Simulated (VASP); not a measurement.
**CaMg: single point with LDA**

CaMg:

```
Ca Mg
1.0
     3.57804    0.00000    0.00000
     0.00000    3.57804    0.00000
     0.00000    0.00000    4.72552
Ca Mg
1 1
Direct
  0.00000 0.00000 0.00000
  0.50000 0.50000 0.50000
```

This cell differs from its parent crystal: volume 30.249 Å^3 an atom, c/a of the conventional cell 1.3207.

```json
{
 "Program": "VASP 6.6.1",
 "Task": "single point",
 "Functional": "LDA",
 "Potentials or basis": "VASP PAW LDA potentials, release 64 (Ca_sv, Mg)",
 "Cutoff": "520 eV",
 "k mesh": "14 × 14 × 14",
 "Occupations": "gaussian, width 0.15 eV",
 "Spin": "no spin polarisation",
 "Dipole correction": "no",
 "Further INCAR settings": "ALGO = Fast; EDIFF = 1e-07; NBANDS = 13"
}
```

- Pressure: -1.4 GPa
- Band gap on the k mesh: zero (band 6 reaches 2.95 eV, above the bottom of band 7 at 1.73 eV)

Stress tensor (GPa, compression positive):
```
-0.90  0.00  0.00
 0.00 -0.90  0.00
 0.00  0.00 -2.45
```

Levels at points of the mesh, in eV from the Fermi level:
```
           k point  band 4  band 5  band 6  band 7  band 8  band 9
(0.00, 0.00, 0.00)  -22.26   -5.24    0.23    1.14    1.29    3.68
(0.50, 0.00, 0.00)  -22.24   -2.43   -2.14    0.74    1.61    3.01
(0.50, 0.50, 0.00)  -22.30   -1.20    0.48    0.48    0.96    1.87
(0.00, 0.00, 0.50)  -22.25   -3.82   -3.02    1.37    2.92    3.10
(0.50, 0.00, 0.50)  -22.24   -2.13   -0.70   -0.25    0.02    3.13
(0.50, 0.50, 0.50)  -22.31   -0.40   -0.13   -0.13    1.69    2.88
```

Run time: 3.8 min on 1 thread of Intel Xeon 6975P-C, on a shared host, peak memory 0.36 GiB.
